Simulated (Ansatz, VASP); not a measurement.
CaSe: VASP beside Ansatz

File INCAR:

```
PREC     = Accurate       # precision mode
ENCUT    = 500            # plane-wave cutoff, eV
EDIFF    = 1E-6           # SCF threshold, eV
ISMEAR   = -1             # smearing method
SIGMA    = 0.15           # smearing width, eV
LREAL    = F              # projectors in reciprocal space
LASPH    = T              # aspherical terms in the spheres
NELM     = 120            # most SCF steps
ALGO     = Normal         # electronic algorithm
ISIF     = 2              # what is computed and relaxed
LWAVE    = F              # write WAVECAR
LCHARG   = F              # write CHGCAR
GGA      = PE             # functional
NBANDS   = 15             # bands
GGA_COMPAT= F
```

The input KPOINTS:

```
Automatic mesh
0
Gamma
  7 7 7
```

POSCAR

```
CaSe
1.0
    0.0000000000      2.9560000000      2.9560000000
    2.9560000000      0.0000000000      2.9560000000
    2.9560000000      2.9560000000      0.0000000000
Ca Se
1 1
Direct
    0.0000000000      0.0000000000      0.0000000000
    0.5000000000      0.5000000000      0.5000000000
```

Input for Ansatz:

```yaml
crystal:
  lattice:
    - [0.0, 2.956, 2.956]
    - [2.956, 0.0, 2.956]
    - [2.956, 2.956, 0.0]
  atoms:
    - { symbol: Ca, position: [0.0, 0.0, 0.0] }
    - { symbol: Se, position: [0.5, 0.5, 0.5] }
kpoints:
  mp_grid: { grid: [7, 7, 7] }
scf:
  occupations: { method: fermi_dirac, width: 0.15 }
hamiltonian:
  xc: pbe
  pseudopotentials: { kind: all_electron, lapw: { basis_error: 0.001 } }
output:
  forces: true
  stress: true
  eigenvalues: true
```

Alike in both runs: task single point; functional PBE; k mesh 7 × 7 × 7; occupations fermi-dirac, width 0.15 eV; no spin polarisation.

```csv
,VASP,Ansatz
version,VASP 6.6.1,Ansatz 0.2.0
potentials or method,"VASP PAW PBE potentials, release 64 (Ca_sv, Se), cutoff 500 eV","all-electron LAPW, scalar-relativistic"
```

Ansatz gave:

* pressure (GPa): 1.2

Task: Which values does VASP return?

Result: Pressure (GPa): 1.3.

Ansatz ran all-electron here, and VASP with PAW potentials.
